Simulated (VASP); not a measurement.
# TaCuSe3 (P4mm) in VASP: single point with PBE

Aim: the single point of TaCuSe3 with PBE.

Program: VASP 6.6.1. These are calculated values, not measurements. Logs are shortened: lines on timing, memory, paths and dates and some standing lists are left out, and cuts for length are marked.

**1. The cell of the first run**

Symmetry: P4mm, No. 99, tetragonal system. The conventional cell has a = 4.119 Å, b = 4.119 Å, c = 6.601 Å, α = 90.00°, β = 90.00°, γ = 90.00°. Ta (site symmetry 4mm) has 8 Se at 2.60 to 3.17 Å within 3.4 Å. Within 3.1 Å of Cu (site symmetry 4mm) lie 5 Se at 2.33 to 2.51 Å. Se (site symmetry 4mm) has 1 Cu at 2.33 Å and 4 Ta at 3.17 Å within 3.2 Å. Se (site symmetry 2mm) has 2 Cu at 2.51 Å and 2 Ta at 2.60 Å and 4 Se at 2.91 Å within 3.3 Å.

**2. Single point, PBE**

INCAR reads:

```
PREC = Accurate ; ENCUT = 520
EDIFF = 1E-6 ; ISMEAR = 0
SIGMA = 0.1 ; LREAL = False
LASPH = True ; NELM = 80
ALGO = Normal ; ISIF = 2
LWAVE = False ; LCHARG = False
GGA = PE ; NBANDS = 28
```

KPOINTS reads:

```
regular mesh
0
Gamma
  4 4 4
```

POSCAR reads:

```
TaCuSe3
1.0
    4.1190625602      0.0000000000      0.0000000000
    0.0000000000      4.1190625602      0.0000000000
    0.0000000000      0.0000000000      6.6006421068
Ta Cu Se
1 1 3
Direct
    0.0000000000      0.0000000000      0.1422672526
    0.5000000000      0.5000000000      0.5998701038
    0.5000000000      0.5000000000      0.9529988221
    0.0000000000      0.5000000000      0.3824319107
    0.5000000000      0.0000000000      0.3824319107
```

Potentials or basis: VASP PAW PBE potentials, release 64 (Ta_pv, Cu, Se).

Command:

```sh
cat potpaw_PBE.64/Ta_pv/POTCAR potpaw_PBE.64/Cu/POTCAR potpaw_PBE.64/Se/POTCAR > POTCAR
mpirun -np 1 vasp_std > vasp.out
```

OUTCAR:

```text
PREC = Accurate
   ENCUT = 520
   EDIFF = 1E-6
   ISMEAR = 0
   LREAL = False
   LASPH = True
   NELM = 80
   ISIF = 2
   GGA = PE

 ion  position               nearest neighbor table
   1  0.000  0.000  0.142-   4 2.60   5 2.60   4 2.60   5 2.60   3 3.17   3 3.17   3 3.17   3 3.17

   2  0.500  0.500  0.600-   3 2.33   4 2.51   5 2.51   5 2.51   4 2.51
   3  0.500  0.500  0.953-   2 2.33   1 3.17   1 3.17   1 3.17   1 3.17
   4  0.000  0.500  0.382-   2 2.51   2 2.51   1 2.60   1 2.60
   5  0.500  0.000  0.382-   2 2.51   2 2.51   1 2.60   1 2.60

  LATTYP: Found a simple tetragonal cell.
 ALAT       =     4.1190625602
 C/A-ratio  =     1.6024622133

  Lattice vectors:

 A1 = (   4.1190625602,   0.0000000000,   0.0000000000)
 A2 = (   0.0000000000,   4.1190625602,   0.0000000000)
 A3 = (   0.0000000000,   0.0000000000,   6.6006421068)

Analysis of symmetry for initial positions (statically):
=====================================================================
 Subroutine PRICEL returns:
 Original cell was already a primitive cell.

 Routine SETGRP: Setting up the symmetry group for a
 simple tetragonal supercell.

 Subroutine GETGRP returns: Found  8 space group operations
 (whereof  8 operations were pure point group operations)
 out of a pool of 16 trial point group operations.

The static configuration has the point symmetry C_4v.

Analysis of symmetry for dynamics (positions and initial velocities):
=====================================================================
 Subroutine PRICEL returns:
 Original cell was already a primitive cell.

 Routine SETGRP: Setting up the symmetry group for a
 simple tetragonal supercell.

 Subroutine GETGRP returns: Found  8 space group operations
 (whereof  8 operations were pure point group operations)
 out of a pool of 16 trial point group operations.

The dynamic configuration has the point symmetry C_4v.

 Subroutine INISYM returns: Found  8 space group operations
 (whereof  8 operations are pure point group operations),
 and found     1 'primitive' translations

----------------------------------------------------------------------------------------

                                     Primitive cell

  volume of cell :     111.9910

  direct lattice vectors                    reciprocal lattice vectors
     4.119062560  0.000000000  0.000000000     0.242773686  0.000000000  0.000000000
     0.000000000  4.119062560  0.000000000     0.000000000  0.242773686  0.000000000
     0.000000000  0.000000000  6.600642107     0.000000000  0.000000000  0.151500412

  length of vectors
     4.119062560  4.119062560  6.600642107     0.242773686  0.242773686  0.151500412

  position of ions in fractional coordinates (direct lattice)
     0.000000000  0.000000000  0.142267253
     0.500000000  0.500000000  0.599870104
     0.500000000  0.500000000  0.952998822
     0.000000000  0.500000000  0.382431911
     0.500000000  0.000000000  0.382431911

  ion indices of the primitive-cell ions
   primitive index   ion index
                 1           1
                 2           2
                 3           3
                 4           4
                 5           5

----------------------------------------------------------------------------------------

 KPOINTS: regular mesh

Automatic generation of k-mesh.
 Grid dimensions read from file:
 generate k-points for:    4    4    4

 Generating k-lattice:

  Cartesian coordinates                     Fractional coordinates (reciprocal lattice)
     0.060693421  0.000000000  0.000000000     0.250000000  0.000000000  0.000000000
     0.000000000  0.060693421  0.000000000     0.000000000  0.250000000  0.000000000
     0.000000000  0.000000000  0.037875103     0.000000000  0.000000000  0.250000000

  Length of vectors
     0.060693421  0.060693421  0.037875103

  Shift w.r.t. Gamma in fractional coordinates (k-lattice)
     0.000000000  0.000000000  0.000000000

 Subroutine IBZKPT returns following result:
 ===========================================

 Found     18 irreducible k-points:

 Following reciprocal coordinates:
            Coordinates               Weight
  0.000000  0.000000  0.000000      1.000000
  0.250000  0.000000  0.000000      4.000000
  0.500000  0.000000  0.000000      2.000000
  0.250000  0.250000  0.000000      4.000000
  0.500000  0.250000  0.000000      4.000000
  0.500000  0.500000  0.000000      1.000000
[... 10 lines left out ...]
  0.500000  0.250000  0.500000      4.000000
  0.500000  0.500000  0.500000      1.000000
   k-points           NKPTS =     18   k-points in BZ     NKDIM =     18   number of bands    NBANDS=     28
   number of dos      NEDOS =    301   number of ions     NIONS =      5
   total plane-waves  NPLWV =  51200
   dimension x,y,z NGX =    32 NGY =   32 NGZ =   50
   dimension x,y,z NGXF=    64 NGYF=   64 NGZF=  100
   ions per type =               1   1   3
   NGX,Y,Z   is equivalent  to a cutoff of  12.92, 12.92, 12.59 a.u.
   NGXF,Y,Z  is equivalent  to a cutoff of  25.83, 25.83, 25.19 a.u.
 SYSTEM =  unknown system
   PREC   = accura    normal or accurate (medium, high low for compatibility)
   ISTART =      0    job   : 0-new  1-cont  2-samecut
   ICHARG =      2    charge: 1-file 2-atom 10-const
   ISPIN  =      1    spin polarized calculation?
   LNONCOLLINEAR =      F non collinear calculations
   LSORBIT =      F    spin-orbit coupling
   LASPH  =      T    aspherical Exc in radial PAW
   ENCUT  =  520.0 eV  38.22 Ry    6.18 a.u.   7.66  7.66 12.27*2*pi/ulx,y,z
   NELM   =     80;   NELMIN=  2; NELMDL= -5     # of ELM steps
   EDIFF  = 0.1E-05   stopping-criterion for ELM
   LREAL  =      F    real-space projection
   EDIFFG = 0.1E-04   stopping-criterion for IOM
   NSW    =      0    number of steps for IOM
   IBRION =     -1    ionic relax: 0-MD 1-quasi-New 2-CG
   NFREE  =      0    steps in history (QN), initial steepest desc. (CG)
   ISIF   =      2    stress and relaxation
   ISYM   =      2    0-nonsym 1-usesym 2-fastsym
   POTIM  = 0.5000    time-step for ionic-motion
   TEBEG  =    0.0;   TEEND  =   0.0 temperature during run
   PSTRESS=    0.0 pullay stress
   NELECT =      40.0000    total number of electrons
   NUPDOWN=      -1.0000    fix difference up-down
   EMIN   =  10.00;   EMAX   =-10.00  energy-range for DOS
   EFERMI =   0.00;   METHOD = LEGACY
   ISMEAR =     0;   SIGMA  =   0.10  broadening in eV -4-tet -1-fermi 0-gaus
   EFERMI_NEDOS =   21; number of points for ismear=-14 and -15
   IALGO  =     38    algorithm
   IMIX   =      4    mixing-type and parameters
     AMIX     =   0.40;   BMIX     =  1.00
     AMIX_MAG =   1.60;   BMIX_MAG =  1.00
  volume/ion in A,a.u.               =      22.40       151.15
  Fermi-wavevector in a.u.,A,eV,Ry     =   1.161539  2.194991 18.356615  1.349173
  Thomas-Fermi vector in A             =   2.298110
   LORBIT       =      0    0 simple, 1 ext, 2 COOP (PROOUT), +10 PAW based schemes
   GGA     = PE    functional components
   LHFCALC =     F    Hartree Fock is set to
   AEXX    =    0.0000 exact exchange contribution
   IVDW    =     0    specifies the selected vdW correction
   LEPSILON=     F    determine dielectric tensor
   LRPA    =     F    only Hartree local field effects (RPA)
 non-spin polarized calculation
 Gauss-broadening in eV      SIGMA  =   0.10
  energy-cutoff  :      520.00
  volume of cell :      111.99
 maximum number of plane-waves:      3040
 NGX is ok and might be reduce to    32
   NGX = 15   NGY = 15   NGZ = 25

 number of electron      40.0000002 magnetization

 Free energy of the ion-electron system (eV)
  ---------------------------------------------------
  ext. energy  EPLUGINS =         0.00000000
  ---------------------------------------------------
  free energy    TOTEN  =       -25.85042765 eV

  energy without entropy =      -25.82926886  energy(sigma->0) =      -25.83984825

 E-fermi :   4.5433     XC(G=0):  -9.8371

 val. band max:        4.4920192784   @ k =   0.2500   0.2500   0.5000
 cond. band min:       4.5735111103   @ k =   0.5000   0.0000   0.5000
 fundamental gap:      0.0814918319
 Fermi energy:         4.5433225295

 k-point     1 :       0.0000    0.0000    0.0000
  band No.  band energies     occupation
      1     -31.1809      2.00000
      2     -31.1809      2.00000
      3     -31.0896      2.00000
      4     -11.4274      2.00000
      5      -8.4835      2.00000
      6      -7.7215      2.00000
[... 20 lines left out ...]
     27       7.7855      0.00000
     28       9.6754      0.00000

 k-point     2 :       0.2500    0.0000    0.0000
  band No.  band energies     occupation
      1     -31.1921      2.00000
      2     -31.1802      2.00000
      3     -31.0878      2.00000
      4     -11.0111      2.00000
      5      -8.4804      2.00000
      6      -8.3666      2.00000
[... 20 lines left out ...]
     27       8.9064      0.00000
     28       9.9323      0.00000

 k-point     3 :       0.5000    0.0000    0.0000
  band No.  band energies     occupation
      1     -31.2032      2.00000
      2     -31.1795      2.00000
      3     -31.0861      2.00000
      4      -9.9160      2.00000
      5      -9.8435      2.00000
      6      -8.2859      2.00000
[... 20 lines left out ...]
     27       9.4291      0.00000
     28      10.2714      0.00000

 k-point     4 :       0.2500    0.2500    0.0000
  band No.  band energies     occupation
      1     -31.1915      2.00000
      2     -31.1911      2.00000
      3     -31.0860      2.00000
      4     -10.6376      2.00000
      5      -8.7608      2.00000
      6      -8.3289      2.00000
[... 392 lines left out ...]
     27       9.1572      0.00000
     28       9.4570      0.00000

 k-point    17 :       0.5000    0.2500    0.5000
  band No.  band energies     occupation
      1     -31.2023      2.00000
      2     -31.1905      2.00000
      3     -31.0843      2.00000
      4      -9.6891      2.00000
      5      -9.6627      2.00000
      6      -8.2976      2.00000
[... 20 lines left out ...]
     27       8.6106      0.00000
     28       9.5518      0.00000

 k-point    18 :       0.5000    0.5000    0.5000
  band No.  band energies     occupation
      1     -31.2013      2.00000
      2     -31.2013      2.00000
      3     -31.0827      2.00000
      4      -9.4689      2.00000
      5      -9.4689      2.00000
      6      -8.2388      2.00000
[... 20 lines left out ...]
     27       8.3865      0.00000
     28       9.1567      0.00000

------------------------ aborting loop because EDIFF is reached ----------------------------------------

  FORCE on cell =-STRESS in cart. coord.  units (eV):
  Direction    XX          YY          ZZ          XY          YZ          ZX
  --------------------------------------------------------------------------------------
  -------------------------------------------------------------------------------------
  Total        0.0887599      0.0887599      0.2487064      0.0000000     -0.0000000      0.0000000
  in kB        1.2698261      1.2698261      3.5580701      0.0000000     -0.0000000      0.0000000
  external PRESSURE =       2.0325741 kB  Pullay stress =       0.0000000 kB

 VOLUME and BASIS-vectors are now :
 -----------------------------------------------------------------------------
  energy-cutoff  :      520.00
  volume of cell :      111.99
      direct lattice vectors                 reciprocal lattice vectors
     4.119062560  0.000000000  0.000000000     0.242773686  0.000000000  0.000000000
     0.000000000  4.119062560  0.000000000     0.000000000  0.242773686  0.000000000
     0.000000000  0.000000000  6.600642107     0.000000000  0.000000000  0.151500412

 POSITION                                       TOTAL-FORCE (eV/Angst)
 -----------------------------------------------------------------------------------
      0.00000      0.00000      0.93906         0.000000      0.000000     -0.000049
      2.05953      2.05953      3.95953         0.000000     -0.000000      0.003828
      2.05953      2.05953      6.29040         0.000000      0.000000      0.025747
      0.00000      2.05953      2.52430        -0.000000      0.000000     -0.014763
      2.05953      0.00000      2.52430         0.000000      0.000000     -0.014763
 -----------------------------------------------------------------------------------
    total drift:                                0.000000     -0.000000      0.000615

  FREE ENERGIE OF THE ION-ELECTRON SYSTEM (eV)
  ---------------------------------------------------
  free  energy   TOTEN  =       -25.8504276482 eV

  energy  without entropy=      -25.8292688591  energy(sigma->0) =      -25.83984825
```

It took 85 s on 1 thread of AMD EPYC 7R43 (Zen 3), shared host; peak memory 0.2 GiB.

Results:

```yaml
Free_energy: -25.8504 eV
Pressure: 0.2 GPa
Largest_force: 0.026 eV/Å
Band_gap_on_the_k_mesh: zero (bands 20 and 21 overlap by 0.73 eV)
```

Forces in eV/Å, atoms in the order of the input:
```
Ta   0.000  0.000  0.000
Cu   0.000  0.000  0.004
Se   0.000  0.000  0.026
Se   0.000  0.000 -0.015
Se   0.000  0.000 -0.015
```

Stress tensor (GPa, compression positive):
```
0.13 0.00 0.00
0.00 0.13 0.00
0.00 0.00 0.36
```

Levels at points of the mesh, in eV from the Fermi level:
```
           k point  band 18  band 19  band 20  band 21  band 22  band 23
(0.00, 0.00, 0.00)    -1.54    -0.51    -0.11     0.34     0.34     0.98
(0.50, 0.00, 0.00)    -2.43    -0.92    -0.84     0.24     0.96     1.44
(0.50, 0.50, 0.00)    -2.44    -1.01     0.34     1.11     1.29     2.18
(0.00, 0.00, 0.50)    -1.85    -0.25    -0.24    -0.24    -0.11     1.97
(0.50, 0.00, 0.50)    -1.92    -1.70    -1.56     0.03     0.84     1.25
(0.50, 0.50, 0.50)    -1.97    -1.01     0.08     0.34     0.76     2.18
```

Caveat: the k points lie up to 0.38 Å⁻¹ apart, too coarse for converged energies and pressures of a metal; spin-orbit coupling is left out, which moves the levels of the heavy elements. With open d or f shells a metallic result of PBE can be an artefact of self-interaction; +U or a hybrid may open a gap.

The gap in the log of VASP goes by the Fermi energy; the results here count the filled bands.